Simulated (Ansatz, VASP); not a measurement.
One calculation of SnO, two programs

```xyz
4
Lattice="3.8053 0.0000 0.0000 0.0000 3.8053 0.0000 0.0000 0.0000 4.7534" Properties=species:S:1:pos:R:3 pbc="T T T"
Sn    0.0000    1.9026    1.1522
Sn    1.9026    0.0000    3.6012
O     1.9026    1.9026    0.0000
O     0.0000    0.0000    0.0000
```

Alike in both runs: functional PBEsol; k mesh 10 × 10 × 8; occupations gaussian, width 0.01 eV; no spin polarisation.

Ansatz relaxed the structure, and its values are those at the end. VASP's run is a single point on that final structure, the one shown.

|  | VASP | Ansatz |
| --- | --- | --- |
| version | VASP 6.6.1 | Ansatz 0.2.0 |
| potentials or method | VASP PAW PBE potentials, release 64 (Sn_d, O), cutoff 520 eV | scalar-relativistic, plane waves, PAW |
| valence electrons in the cell | 40 | 40 |

```tsv
	VASP	Ansatz	Ansatz less VASP
gap on the k mesh at the Fermi level (eV)	none	none	-
pressure (GPa)	0.2	0.0	-0.24
rms of the force components (eV/Å)	0.036	0.001	-0.0349
```

VASP's potentials were made for PBE, not for PBEsol. A gap of «none» marks a metal or a gap that the smearing closes. The functional is the same, so the differences come from potentials, cutoffs and numerics.
